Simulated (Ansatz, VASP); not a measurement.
**AlRu: VASP beside Ansatz**

File INCAR:

```
ALGO     = Fast           # electronic algorithm
EDIFF    = 1E-6           # SCF threshold, eV
ENCUT    = 520            # plane-wave cutoff, eV
GGA      = PS             # functional
ISIF     = 2              # what is computed and relaxed
ISMEAR   = 0              # smearing method
LASPH    = T              # aspherical terms in the spheres
LCHARG   = T              # write CHGCAR
LELF     = T              # ELF
LREAL    = F              # projectors in reciprocal space
LVHAR    = T            
LWAVE    = F              # write WAVECAR
NBANDS   = 16             # bands
NELM     = 60             # most SCF steps
PREC     = Accurate       # precision mode
SIGMA    = 0.15           # smearing width, eV
```

The input KPOINTS:

```
k-points
0
Gamma
  16 16 16
```

The input POSCAR:

```
AlRu
1.0
    2.9467260000      0.0000000000      0.0000000000
    0.0000000000      2.9916000000      0.0000000000
    0.0000000000      0.0000000000      2.9916000000
Al Ru
1 1
Direct
    0.0000000000      0.0000000000      0.0000000000
    0.5000000000      0.5000000000      0.5000000000
```

Input for Ansatz:

```yaml
crystal:
  lattice:
    - [2.946726, 0.0, 0.0]
    - [0.0, 2.9916, 0.0]
    - [0.0, 0.0, 2.9916]
  atoms:
    - { symbol: Al, position: [0.0, 0.0, 0.0] }
    - { symbol: Ru, position: [0.5, 0.5, 0.5] }
basis:
  ecutwfc: 420
kpoints:
  mp_grid: { grid: [16, 16, 16] }
hamiltonian:
  xc: pbesol
scf:
  occupations: { method: gaussian, width: 0.15 }
output:
  forces: true
  stress: true
  eigenvalues: true
```

Change from the starting cell: strain -0.0150 x Voigt [1, 0, 0, 0, 0, 0], atoms carried along.

Alike in both runs: task single point; functional PBEsol; k mesh 16 × 16 × 16; occupations gaussian, width 0.15 eV; no spin polarisation.

|  | VASP | Ansatz |
| --- | --- | --- |
| version | VASP 6.6.1 | Ansatz 0.2.0 |
| potentials or method | VASP PAW PBE potentials, release 64 (Al, Ru_pv), cutoff 520 eV | scalar-relativistic, plane waves, PAW |
| valence electrons in the cell | 17 | 19 |

```csv
,VASP,Ansatz,Ansatz less VASP
gap on the k mesh at the Fermi level (eV),none,none,-
pressure (GPa),0.0,0.0,-0.02
"traceless stress, the component that is largest in VASP (GPa)",1.81,1.80,-0.008
```

VASP's potentials were made for PBE, not for PBEsol. A gap of «none» marks a metal or a gap that the smearing closes. With one functional, cell and mesh, what is left measures potentials, basis and numerics. VASP's potentials hold 17 valence electrons a cell and Ansatz's 19, so a difference there can come from the potentials and not from the codes.
